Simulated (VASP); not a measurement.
# Mg: relaxation of shape and atoms at fixed volume with r2SCAN

The system is Mg.

```
CELL_PARAMETERS angstrom
3.18520 0.00000 0.00000
-1.59260 2.75847 0.00000
0.00000 0.00000 5.23092
ATOMIC_POSITIONS crystal
Mg 0.33333 0.66667 0.75000
Mg 0.66667 0.33333 0.25000
```

```json
{
 "Program": "VASP 6.6.1",
 "Task": "relaxation of shape and atoms at fixed volume",
 "Functional": "r2SCAN",
 "Potentials or basis": "VASP PAW PBE potentials, release 64 (Mg)",
 "Cutoff": "600 eV",
 "k mesh": "16 × 16 × 8",
 "Occupations": "gaussian, width 0.05 eV",
 "Spin": "no spin polarisation",
 "Dipole correction": "no",
 "Further INCAR settings": "ALGO = Normal; EDIFF = 1e-06; IBRION = 2; EDIFFG = -0.02; NSW = 60; ISIF = 4"
}
```

The energy gained by relaxing is 1.1 meV/atom, the ionic steps are 3 and the pressure after relaxing is -0.9 GPa. The band gap on the k mesh is zero (bands 2 and 3 overlap by 2.12 eV).

Stress tensor (GPa, compression positive):
```
-0.89  0.00  0.00
 0.00 -0.89  0.00
 0.00  0.00 -1.04
```

The path:
| step | energy change (eV) | largest force (eV/Å) | pressure (GPa) | volume (Å³) |
| --- | --- | --- | --- | --- |
| 1 | 0.0000 | 0.0000 | -0.92 | 45.96 |
| 2 | -0.0010 | 0.0000 | -0.93 | 45.96 |
| 3 | -0.0023 | 0.0000 | -0.94 | 45.96 |

Final structure:
```xyz
2
Lattice="3.2066 0.0000 0.0000 -1.6033 2.7770 0.0000 0.0000 0.0000 5.1613" Properties=species:S:1:pos:R:3 pbc="T T T"
Mg    0.0000    1.8513    3.8710
Mg    1.6033    0.9257    1.2903
```

Levels at points of the mesh, in eV from the Fermi level:
| k point | band 1 | band 2 | band 3 | band 4 | band 5 |
| --- | --- | --- | --- | --- | --- |
| (0.00, 0.00, 0.00) | -7.40 | -1.87 | -1.12 | 11.59 | 11.59 |
| (0.50, 0.00, 0.00) | -2.40 | -2.25 | 2.82 | 3.12 | 3.62 |
| (0.00, 0.00, 0.50) | -5.90 | -5.90 | 5.52 | 5.52 | 12.36 |
| (0.50, 0.00, 0.50) | -1.27 | -1.27 | -0.41 | -0.41 | 8.52 |

It took 9.5 min on 1 thread of Intel Xeon 8259CL (shared host), peak memory 0.23 GiB.

Caveat: the PAW data sets were made with another functional, which shifts forces and pressure a little.
